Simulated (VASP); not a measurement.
Input of a VASP 6.6.1 run:

The input POSCAR:

```
Be2C
1.0
    0.0000000000      2.1604856485      2.1604856485
    2.1604856485      0.0000000000      2.1604856485
    2.1604856485      2.1604856485      0.0000000000
Be C
2 1
Direct
    0.7500000000      0.7500000000      0.7500000000
    0.2500000000      0.2500000000      0.2500000000
    0.0000000000      0.0000000000      0.0000000000
```

Contents of INCAR.step1:

```
SYSTEM = Be2C
PREC = Accurate
ENCUT = 660
ISMEAR = 0
SIGMA = 0.01
LREAL = .FALSE.
LASPH = .TRUE.
NELM = 120
NBANDS = 11
GGA = PE
ALGO = Normal
EDIFF = 1E-5
LWAVE = .TRUE.
LCHARG = .FALSE.
GGA_COMPAT = .FALSE.
```

Contents of INCAR.step2:

```
SYSTEM = Be2C
PREC = Accurate
ENCUT = 660
EDIFF = 1E-6
ISMEAR = 0
SIGMA = 0.01
LREAL = .FALSE.
LASPH = .TRUE.
NELM = 120
ALGO = Normal
ISIF = 2
LWAVE = .FALSE.
LCHARG = .TRUE.
METAGGA = R2SCAN
LMIXTAU = .TRUE.
LELF = .TRUE.
LVHAR = .TRUE.
NBANDS = 11
ISTART = 1
GGA_COMPAT = .FALSE.
```

KPOINTS

```
regular mesh
0
G
  8 8 8
  0 0 0
```

Potentials or basis: VASP PAW PBE potentials, release 64 (Be, C).

Command:

```bash
$ cat potpaw_PBE.64/Be/POTCAR potpaw_PBE.64/C/POTCAR > POTCAR
$ cp INCAR.step1 INCAR
$ mpirun -np 1 vasp_std > vasp.out
$ cp INCAR.step2 INCAR
$ mpirun -np 1 vasp_std > vasp.out
```

Question: Predict the band gap on the k mesh.

Answer: 1.53 eV, indirect (least direct gap 4.63 eV).

Question: What does it give for the pressure?

Answer: 0.8 GPa.

Caveat: the PAW data sets were made with another functional, which shifts forces and pressure a little. A k mesh can miss the band edges.
